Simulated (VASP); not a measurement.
Wanted: the native input for a VASP 6.6.1 run.

| Property | Result |
| --- | --- |
| Task | single point |
| Functional | PBE |
| Potentials or basis | VASP PAW PBE potentials, release 64 (In_d, P) |
| Cutoff | 520 eV |
| k mesh | 8 × 8 × 8 |
| Occupations | fermi-dirac, width 0.02 eV |
| Spin | no spin polarisation |
| Dipole correction | no |
| Further INCAR settings | ALGO = Normal; EDIFF = 1e-06; NBANDS = 16 |

The structure of InP lies in POSCAR:

```
InP
1.0
    0.0000000000      2.9800342627      2.9800342627
    2.9800342627      0.0000000000      2.9800342627
    2.9800342627      2.9800342627      0.0000000000
In P
1 1
Direct
    0.0000000000      0.0000000000      0.0000000000
    0.2500000000      0.2500000000      0.2500000000
```

The input as run:

INCAR

```
PREC = Accurate ; ENCUT = 520
EDIFF = 1E-6 ; ISMEAR = -1
SIGMA = 0.02 ; LREAL = F
LASPH = T ; NELM = 100
ALGO = Normal ; ISIF = 2
LWAVE = F ; LCHARG = F
GGA = PE ; NBANDS = 16
```

KPOINTS

```
regular mesh
0
Gamma
  8 8 8
```

Potentials or basis: VASP PAW PBE potentials, release 64 (In_d, P).

The run is started by

```console
$ cat potpaw_PBE.64/In_d/POTCAR potpaw_PBE.64/P/POTCAR > POTCAR
$ mpirun -np 1 vasp_std > vasp.out
```

Results of the run:

The pressure is -0.1 GPa. The band gap on the k mesh is 0.44 eV, direct.

Caveat: spin-orbit coupling is left out, which moves the levels of the heavy elements.

It took 13 s on 1 thread of Intel(R) Xeon(R) Platinum 8259CL CPU @ 2.50GHz (Skylake/Cascade Lake), on a shared host, peak memory 0.18 GiB.
